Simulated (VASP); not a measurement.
**CaO: single point with PBEsol+D4**

CaO:

```xyz
2
Lattice="0.0000 2.3377 2.3377 2.3377 0.0000 2.3377 2.3377 2.3377 0.0000" Properties=species:S:1:pos:R:3 pbc="T T T"
Ca    0.0000    0.0000    0.0000
O     2.3377    2.3377    2.3377
```

| Quantity | Value |
| --- | --- |
| Program | VASP 6.6.1 |
| Task | single point |
| Functional | PBEsol |
| Dispersion | D4 |
| Potentials or basis | VASP PAW PBE potentials, release 64 (Ca_sv, O) |
| Cutoff | 600 eV |
| k mesh | 10 × 10 × 10 |
| Occupations | gaussian, width 0.01 eV |
| Spin | no spin polarisation |

```yaml
Pressure: 6.9 GPa
Band_gap_on_the_k_mesh: 3.48 eV (least direct gap 3.83 eV)
Dispersion_energy_per_atom: -0.103 eV
```

Levels at points of the mesh, in eV from the valence-band top:
| k point | band 6 | band 7 | band 8 | band 9 | band 10 | band 11 |
| --- | --- | --- | --- | --- | --- | --- |
| (0.00, 0.00, 0.00) | 0.00 | 0.00 | 0.00 | 5.26 | 6.38 | 6.38 |
| (0.50, 0.00, 0.00) | -2.90 | -1.40 | -1.40 | 7.40 | 8.83 | 8.83 |
| (0.50, 0.50, 0.00) | -1.26 | -0.35 | -0.35 | 3.48 | 8.68 | 9.40 |

Run time: 14 s on 1 thread of Intel(R) Xeon(R) Platinum 8488C (Sapphire Rapids) (shared host), peak memory 0.17 GiB.

Caveat: the cell stands under pressure; the PAW data sets were made with another functional, which shifts forces and pressure a little. A k mesh can miss the band edges.
